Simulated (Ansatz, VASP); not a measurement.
TaMnB4: VASP beside Ansatz

```
Ta Mn B
1.0
     3.05191    0.00000    0.00000
    -1.52596    2.64303    0.00000
     0.00000    0.00000    6.28132
Ta Mn B
1 1 4
Direct
  0.00000 0.00000 0.50000
  0.00000 0.00000 0.00000
  0.33333 0.66667 0.76579
  0.33333 0.66667 0.23421
  0.66667 0.33333 0.76579
  0.66667 0.33333 0.23421
```

Change from the starting cell: species swapped into the TiB4Mo type (P6/mmm, No. 191).

Alike in both runs: functional PBE; k mesh 12 × 12 × 6; occupations gaussian, width 0.1 eV; collinear spin.

Ansatz relaxed the structure, and its values are those at the end. VASP's run is a single point on that final structure, the one shown.

|  | VASP | Ansatz |
| --- | --- | --- |
| version | VASP 6.6.1 | Ansatz 0.2.0 |
| potentials or method | VASP PAW PBE potentials, release 64 (Ta_pv, Mn_pv, B), cutoff 520 eV | scalar-relativistic, plane waves, PAW |
| valence electrons in the cell | 36 | 40 |

Ansatz gave:

```
gap on the k mesh at the Fermi level (eV)                     : none
pressure (GPa)                                                : 0.0
rms of the force components (eV/Å)                            : 0.001
net moment per atom (μB)                                      : 0.36
size of the moment on the site where the two differ most (μB) : 2.14
```

**Question.** Which values does VASP return?

**Answer.** gap on the k mesh at the Fermi level (eV): none; pressure (GPa): 0.4; rms of the force components (eV/Å): 0.006; net moment per atom (μB): 0.36; size of the moment on the site where the two differ most (μB): 2.24.

Site moments also hang on the region over which each program counts them. A gap of «none» marks a metal or a gap that the smearing closes. VASP's potentials hold 36 valence electrons a cell and Ansatz's 40, so a difference there can come from the potentials and not from the codes.

Neither program's run includes spin-orbit coupling.
